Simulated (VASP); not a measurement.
# La2Zr3O (P-6m2) in VASP: a series of runs

La2Zr3O is run at these levels: PBE; tasks: single point, relaxation of cell and atoms.

All numbers are computed with VASP 6.6.1; they aren't measurements. Logs are shortened: lines on timing, memory, paths and dates and some standing lists are left out, and cuts for length are marked.

## Step 1: The cell of the first run

The structure is hexagonal, space group P-6m2 (No. 187). Conventional cell: a = 4.158 Å, b = 4.158 Å, c = 7.771 Å, α = 90.00°, β = 90.00°, γ = 120.00°. Within 4.0 Å of La (site symmetry 3m) lie 9 Zr at 3.02 to 3.16 Å and 3 O at 3.02 Å and 1 La at 3.66 Å. Zr (site symmetry -6m2) has 3 Zr at 2.40 Å and 6 La at 3.16 Å within 3.2 Å. Within 3.2 Å of Zr (site symmetry -6m2) lie 3 O at 2.40 Å and 6 La at 3.02 Å. Zr (site symmetry -6m2) has 3 Zr at 2.40 Å and 6 La at 3.16 Å within 3.2 Å. O (site symmetry -6m2) has 3 Zr at 2.40 Å and 6 La at 3.02 Å within 3.2 Å.

## Step 2: Single point, PBE

The input, INCAR:

```
SYSTEM = La2Zr3O
PREC = Accurate ; ENCUT = 520
EDIFF = 1E-7 ; ISMEAR = 0
SIGMA = 0.1 ; LREAL = .False.
LASPH = .True. ; NELM = 80
ALGO = Normal ; ISIF = 2
LWAVE = .False. ; LCHARG = .False.
GGA = PE ; NBANDS = 41
```

The input, KPOINTS:

```
Automatic mesh
0
Gamma
  6 6 2
  0 0 0
```

The input, POSCAR:

```
La2Zr3O
1.0
    4.1577466200      0.0000000000      0.0000000000
   -2.0788733100      3.6007142000      0.0000000000
    0.0000000000      0.0000000000      7.7711273400
La Zr O
2 3 1
Direct
    0.6666666700      0.3333333300      0.2354539900
    0.6666666700      0.3333333300      0.7645460100
    0.0000000000      0.0000000000      0.5000000000
    0.3333333300      0.6666666700      0.0000000000
    0.3333333300      0.6666666700      0.5000000000
    0.0000000000      0.0000000000      0.0000000000
```

Potentials or basis: VASP PAW PBE potentials, release 64 (La, Zr_sv, O).

Started as:

```sh
$ cat potpaw_PBE.64/La/POTCAR potpaw_PBE.64/Zr_sv/POTCAR potpaw_PBE.64/O/POTCAR > POTCAR
$ mpirun -np 1 vasp_std > vasp.out
```

OUTCAR:

```text
SYSTEM = La2Zr3O
   PREC = Accurate
   ENCUT = 520
   EDIFF = 1E-7
   ISMEAR = 0
   LREAL = .False.
   LASPH = .True.
   NELM = 80
   ISIF = 2
   GGA = PE

 ion  position               nearest neighbor table
   1  0.667  0.333  0.235-   4 3.02   4 3.02   4 3.02   5 3.16   3 3.16   5 3.16   3 3.16   3 3.16
                             5 3.16   2 3.66
   2  0.667  0.333  0.765-   4 3.02   4 3.02   4 3.02   5 3.16   3 3.16   5 3.16   3 3.16   3 3.16
                             5 3.16   1 3.66
   3  0.000  0.000  0.500-   5 2.40   5 2.40   5 2.40   1 3.16   2 3.16   2 3.16   1 3.16   2 3.16
                             1 3.16
   4  0.333  0.667  0.000-   6 2.40   6 2.40   6 2.40   1 3.02   2 3.02   1 3.02   2 3.02   1 3.02
                             2 3.02   5 3.89   5 3.89
   5  0.333  0.667  0.500-   3 2.40   3 2.40   3 2.40   1 3.16   2 3.16   1 3.16   2 3.16   1 3.16
                             2 3.16   4 3.89   4 3.89
   6  0.000  0.000  0.000-   4 2.40   4 2.40   4 2.40

  LATTYP: Found a hexagonal cell.
 ALAT       =     4.1577466200
 C/A-ratio  =     1.8690718916

  Lattice vectors:

 A1 = (   4.1577466200,   0.0000000000,   0.0000000000)
 A2 = (  -2.0788733100,   3.6007142000,   0.0000000000)
 A3 = (   0.0000000000,   0.0000000000,   7.7711273400)

Analysis of symmetry for initial positions (statically):
=====================================================================
 Subroutine PRICEL returns:
 Original cell was already a primitive cell.

 Routine SETGRP: Setting up the symmetry group for a
 hexagonal supercell.

 Subroutine GETGRP returns: Found 12 space group operations
 (whereof 12 operations were pure point group operations)
 out of a pool of 24 trial point group operations.

The static configuration has the point symmetry D_3h.

Analysis of symmetry for dynamics (positions and initial velocities):
=====================================================================
 Subroutine PRICEL returns:
 Original cell was already a primitive cell.

 Routine SETGRP: Setting up the symmetry group for a
 hexagonal supercell.

 Subroutine GETGRP returns: Found 12 space group operations
 (whereof 12 operations were pure point group operations)
 out of a pool of 24 trial point group operations.

The dynamic configuration has the point symmetry D_3h.

 Subroutine INISYM returns: Found 12 space group operations
 (whereof 12 operations are pure point group operations),
 and found     1 'primitive' translations

----------------------------------------------------------------------------------------

                                     Primitive cell

  volume of cell :     116.3404

  direct lattice vectors                    reciprocal lattice vectors
     4.157746620  0.000000000  0.000000000     0.240514897  0.138861340  0.000000000
    -2.078873310  3.600714200  0.000000000     0.000000000  0.277722681  0.000000000
     0.000000000  0.000000000  7.771127340     0.000000000  0.000000000  0.128681458

  length of vectors
     4.157746620  4.157746624  7.771127340     0.277722681  0.277722681  0.128681458

  position of ions in fractional coordinates (direct lattice)
     0.666666670  0.333333330  0.235453990
     0.666666670  0.333333330  0.764546010
     0.000000000  0.000000000  0.500000000
     0.333333330  0.666666670  0.000000000
     0.333333330  0.666666670  0.500000000
     0.000000000  0.000000000  0.000000000

  ion indices of the primitive-cell ions
   primitive index   ion index
                 1           1
                 2           2
                 3           3
                 4           4
                 5           5
                 6           6

----------------------------------------------------------------------------------------

 KPOINTS: Automatic mesh

Automatic generation of k-mesh.
 Grid dimensions read from file:
 generate k-points for:    6    6    2

 Generating k-lattice:

  Cartesian coordinates                     Fractional coordinates (reciprocal lattice)
     0.040085816  0.023143557  0.000000000     0.166666667 -0.000000000  0.000000000
     0.000000000  0.046287113  0.000000000     0.000000000  0.166666667  0.000000000
     0.000000000  0.000000000  0.064340729     0.000000000  0.000000000  0.500000000

  Length of vectors
     0.046287113  0.046287113  0.064340729

  Shift w.r.t. Gamma in fractional coordinates (k-lattice)
     0.000000000  0.000000000  0.000000000

 Subroutine IBZKPT returns following result:
 ===========================================

 Found     14 irreducible k-points:

 Following reciprocal coordinates:
            Coordinates               Weight
  0.000000  0.000000  0.000000      1.000000
  0.166667 -0.000000  0.000000      6.000000
  0.333333 -0.000000  0.000000      6.000000
  0.500000 -0.000000  0.000000      3.000000
  0.166667  0.166667  0.000000      6.000000
  0.333333  0.166667  0.000000     12.000000
  0.333333  0.333333  0.000000      2.000000
  0.000000  0.000000  0.500000      1.000000
  0.166667 -0.000000  0.500000      6.000000
  0.333333 -0.000000  0.500000      6.000000
  0.500000 -0.000000  0.500000      3.000000
  0.166667  0.166667  0.500000      6.000000
  0.333333  0.166667  0.500000     12.000000
  0.333333  0.333333  0.500000      2.000000
   k-points           NKPTS =     14   k-points in BZ     NKDIM =     14   number of bands    NBANDS=     41
   number of dos      NEDOS =    301   number of ions     NIONS =      6
   total plane-waves  NPLWV =  61440
   dimension x,y,z NGX =    32 NGY =   32 NGZ =   60
   dimension x,y,z NGXF=    64 NGYF=   64 NGZF=  120
   ions per type =               2   3   1
   NGX,Y,Z   is equivalent  to a cutoff of  12.80, 12.80, 12.84 a.u.
   NGXF,Y,Z  is equivalent  to a cutoff of  25.59, 25.59, 25.67 a.u.
 SYSTEM =  La2Zr3O
   PREC   = accura    normal or accurate (medium, high low for compatibility)
   ISTART =      0    job   : 0-new  1-cont  2-samecut
   ICHARG =      2    charge: 1-file 2-atom 10-const
   ISPIN  =      1    spin polarized calculation?
   LNONCOLLINEAR =      F non collinear calculations
   LSORBIT =      F    spin-orbit coupling
   LASPH  =      T    aspherical Exc in radial PAW
   ENCUT  =  520.0 eV  38.22 Ry    6.18 a.u.   7.73  7.73 14.45*2*pi/ulx,y,z
   NELM   =     80;   NELMIN=  2; NELMDL= -5     # of ELM steps
   EDIFF  = 0.1E-06   stopping-criterion for ELM
   LREAL  =      F    real-space projection
   EDIFFG = 0.1E-05   stopping-criterion for IOM
   NSW    =      0    number of steps for IOM
   IBRION =     -1    ionic relax: 0-MD 1-quasi-New 2-CG
   NFREE  =      0    steps in history (QN), initial steepest desc. (CG)
   ISIF   =      2    stress and relaxation
   ISYM   =      2    0-nonsym 1-usesym 2-fastsym
   POTIM  = 0.5000    time-step for ionic-motion
   TEBEG  =    0.0;   TEEND  =   0.0 temperature during run
   PSTRESS=    0.0 pullay stress
   NELECT =      64.0000    total number of electrons
   NUPDOWN=      -1.0000    fix difference up-down
   EMIN   =  10.00;   EMAX   =-10.00  energy-range for DOS
   EFERMI =   0.00;   METHOD = LEGACY
   ISMEAR =     0;   SIGMA  =   0.10  broadening in eV -4-tet -1-fermi 0-gaus
   EFERMI_NEDOS =   21; number of points for ismear=-14 and -15
   IALGO  =     38    algorithm
   IMIX   =      4    mixing-type and parameters
     AMIX     =   0.40;   BMIX     =  1.00
     AMIX_MAG =   1.60;   BMIX_MAG =  1.00
  volume/ion in A,a.u.               =      19.39       130.85
  Fermi-wavevector in a.u.,A,eV,Ry     =   1.341399  2.534876 24.481654  1.799351
  Thomas-Fermi vector in A             =   2.469635
   LORBIT       =      0    0 simple, 1 ext, 2 COOP (PROOUT), +10 PAW based schemes
   GGA     = PE    functional components
   LHFCALC =     F    Hartree Fock is set to
   AEXX    =    0.0000 exact exchange contribution
   IVDW    =     0    specifies the selected vdW correction
   LEPSILON=     F    determine dielectric tensor
   LRPA    =     F    only Hartree local field effects (RPA)
 non-spin polarized calculation
 Gauss-broadening in eV      SIGMA  =   0.10
  energy-cutoff  :      520.00
  volume of cell :      116.34
 maximum number of plane-waves:      3155
 NGX is ok and might be reduce to    32
   NGX = 15   NGY = 15   NGZ = 29

 number of electron      63.9999999 magnetization

 Free energy of the ion-electron system (eV)
  ---------------------------------------------------
  ext. energy  EPLUGINS =         0.00000000
  ---------------------------------------------------
  free energy    TOTEN  =       -38.01145733 eV

  energy without entropy =      -37.97806619  energy(sigma->0) =      -37.99476176

 E-fermi :  11.0544     XC(G=0): -11.5223

 val. band max:       11.0439773977   @ k =   0.5000  -0.0000   0.0000
 cond. band min:      11.1087608233   @ k =   0.1667   0.1667   0.0000
 fundamental gap:      0.0647834256
 Fermi energy:        11.0543958076

 k-point     1 :       0.0000    0.0000    0.0000
  band No.  band energies     occupation
      1     -38.1953      2.00000
      2     -37.4298      2.00000
      3     -36.0385      2.00000
      4     -20.8974      2.00000
      5     -20.8916      2.00000
      6     -16.6706      2.00000
[... 33 lines left out ...]
     40      12.9710      0.00000
     41      12.9710      0.00000

 k-point     2 :       0.1667   -0.0000    0.0000
  band No.  band energies     occupation
      1     -38.1939      2.00000
      2     -37.3555      2.00000
      3     -36.1300      2.00000
      4     -20.8940      2.00000
      5     -20.8741      2.00000
      6     -16.7525      2.00000
[... 33 lines left out ...]
     40      13.3622      0.00000
     41      13.5080      0.00000

 k-point     3 :       0.3333   -0.0000    0.0000
  band No.  band energies     occupation
      1     -38.1912      2.00000
      2     -37.1599      2.00000
      3     -36.3596      2.00000
      4     -20.9005      2.00000
      5     -20.8266      2.00000
      6     -16.9006      2.00000
[... 435 lines left out ...]
      2     -36.9992      2.00000
      3     -36.5372      2.00000
      4     -20.8792      2.00000
      5     -20.8313      2.00000
      6     -17.0216      2.00000
[... 33 lines left out ...]
     40      13.4731      0.00000
     41      13.5109      0.00000

 k-point    14 :       0.3333    0.3333    0.5000
  band No.  band energies     occupation
      1     -38.1891      2.00000
      2     -36.7872      2.00000
      3     -36.7576      2.00000
      4     -20.8748      2.00000
      5     -20.8291      2.00000
      6     -17.0960      2.00000
[... 33 lines left out ...]
     40      13.5005      0.00000
     41      13.5392      0.00000

------------------------ aborting loop because EDIFF is reached ----------------------------------------

  FORCE on cell =-STRESS in cart. coord.  units (eV):
  Direction    XX          YY          ZZ          XY          YZ          ZX
  --------------------------------------------------------------------------------------
  -------------------------------------------------------------------------------------
  Total       15.2908711     15.2908711     11.7575035     -0.0000000     -0.0000000      0.0000000
  in kB      210.5775719    210.5775724    161.9179522     -0.0000000     -0.0000000      0.0000000
  external PRESSURE =     194.3576988 kB  Pullay stress =       0.0000000 kB

 VOLUME and BASIS-vectors are now :
 -----------------------------------------------------------------------------
  energy-cutoff  :      520.00
  volume of cell :      116.34
      direct lattice vectors                 reciprocal lattice vectors
     4.157746620  0.000000000  0.000000000     0.240514897  0.138861340  0.000000000
    -2.078873310  3.600714200  0.000000000     0.000000000  0.277722681  0.000000000
     0.000000000  0.000000000  7.771127340     0.000000000  0.000000000  0.128681458

 POSITION                                       TOTAL-FORCE (eV/Angst)
 -----------------------------------------------------------------------------------
      2.07887      1.20024      1.82974        -0.000000     -0.000000     -0.479158
      2.07887      1.20024      5.94138        -0.000000     -0.000000      0.479158
      0.00000      0.00000      3.88556        -0.000000      0.000000      0.000000
     -0.00000      2.40048      0.00000        -0.000000      0.000000      0.000000
     -0.00000      2.40048      3.88556         0.000000     -0.000000      0.000000
      0.00000      0.00000      0.00000        -0.000000      0.000000      0.000000
 -----------------------------------------------------------------------------------
    total drift:                                0.000019     -0.000011     -0.000000

  FREE ENERGIE OF THE ION-ELECTRON SYSTEM (eV)
  ---------------------------------------------------
  free  energy   TOTEN  =       -38.0114573314 eV

  energy  without entropy=      -37.9780661872  energy(sigma->0) =      -37.99476176
```

Wall time 55 s (1 thread of Intel Xeon 6975P-C (Granite Rapids), shared host); peak memory 0.27 GiB.

Results:

| Property | Result |
| --- | --- |
| Free energy | -38.0115 eV |
| Pressure | 19.4 GPa |
| Largest force | 0.479 eV/Å |
| Band gap on the k mesh | zero (band 32 reaches 11.47 eV, above the bottom of band 33 at 10.90 eV) |

Forces in eV/Å, atoms in the order of the input:
```
La   0.000  0.000 -0.479
La   0.000  0.000  0.479
Zr   0.000  0.000  0.000
Zr   0.000  0.000  0.000
Zr   0.000  0.000  0.000
O    0.000  0.000  0.000
```

Stress tensor (GPa, compression positive):
```
21.06  0.00  0.00
 0.00 21.06  0.00
 0.00  0.00 16.19
```

Levels at points of the mesh, in eV from the Fermi level:
| k point | band 28 | band 29 | band 30 | band 31 | band 32 | band 33 | band 34 | band 35 | band 36 | band 37 |
| --- | --- | --- | --- | --- | --- | --- | --- | --- | --- | --- |
| (0.00, 0.00, 0.00) | -2.17 | -0.45 | -0.45 | -0.14 | -0.14 | -0.08 | 0.20 | 1.29 | 1.29 | 1.62 |
| (0.50, 0.00, 0.00) | -1.34 | -1.03 | -0.83 | -0.01 | 0.15 | 0.18 | 0.47 | 0.87 | 1.33 | 1.62 |
| (0.00, 0.00, 0.50) | -1.80 | -1.80 | -1.14 | -1.14 | -0.12 | -0.10 | -0.10 | 0.76 | 0.76 | 2.02 |
| (0.50, 0.00, 0.50) | -1.50 | -0.91 | -0.72 | -0.56 | 0.29 | 0.38 | 0.54 | 0.81 | 0.97 | 1.34 |

Caveat: the k points lie up to 0.40 Å⁻¹ apart; spin-orbit coupling is left out, which moves the levels of the heavy elements.

(Part 1 of 2 ends here.)
